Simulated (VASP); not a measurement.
**Ag: single point with PBE**

Ag:

```
Ag
1.0
    -1.73736    1.73736    1.73736
     1.73736   -1.73736    1.73736
     1.73736    1.73736   -1.73736
Ag
1
Direct
  0.00000 0.00000 0.00000
```

This cell differs from its parent crystal: strained.

* Program: VASP 6.6.1
* Task: single point
* Functional: PBE
* Potentials or basis: VASP PAW PBE potentials, release 64 (Ag)
* Cutoff: 520 eV
* k mesh: 18 × 18 × 18
* Occupations: gaussian, width 0.1 eV
* Spin: no spin polarisation

* Pressure: -8.7 GPa

Levels at points of the mesh, in eV from the Fermi level:
```tsv
k point	band 3	band 4	band 5	band 6	band 7	band 8
(0.00, 0.00, 0.00)	-4.29	-4.29	-3.35	-3.35	17.10	17.10
(0.50, 0.00, 0.00)	-3.40	-3.28	-2.66	0.37	3.04	12.47
(0.50, 0.50, 0.50)	-2.83	-2.83	-2.83	6.29	6.29	6.29
```

Wall time 13 s on 1 thread of Intel(R) Xeon(R) 6975P-C (Granite Rapids) (shared host), peak memory 0.17 GiB.

Caveat: the cell differs from its parent crystal (strained).
